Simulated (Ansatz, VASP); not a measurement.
CdS in VASP and in Ansatz

```xyz
2
Lattice="0.0000 2.9392 2.9098 2.9392 0.0000 2.9098 2.9392 2.9392 0.0000" Properties=species:S:1:pos:R:3 pbc="T T T"
Cd    0.0000    0.0000    0.0000
S     1.4696    1.4696    1.4549
```

Change from the starting cell: uniaxial_z strain -1.0%.

Alike in both runs: task single point; functional HSE06; k mesh 6 × 6 × 6; no spin polarisation.

|  | VASP | Ansatz |
| --- | --- | --- |
| version | VASP 6.6.1 | Ansatz 0.2.0 |
| potentials or method | VASP PAW PBE potentials, release 64 (Cd, S) | plane waves, PAW |
| plane-wave cutoff (eV) | 520 | 420 |
| occupations | gaussian, width 0.01 eV | fixed |
| valence electrons in the cell | 18 | 26 |

|  | VASP | Ansatz | Ansatz less VASP |
| --- | --- | --- | --- |
| gap on the k mesh at the Fermi level (eV) | 2.12 | 2.11 | -0.004 |
| pressure (GPa) | 1.1 | 0.8 | -0.29 |
| traceless stress, the component that is largest in VASP (GPa) | 0.13 | 0.13 | +0.003 |

VASP's potentials hold 18 valence electrons a cell and Ansatz's 26, so a difference there can come from the potentials and not from the codes. Ansatz's warnings: stress exchange threshold loose, stress scf threshold loose.
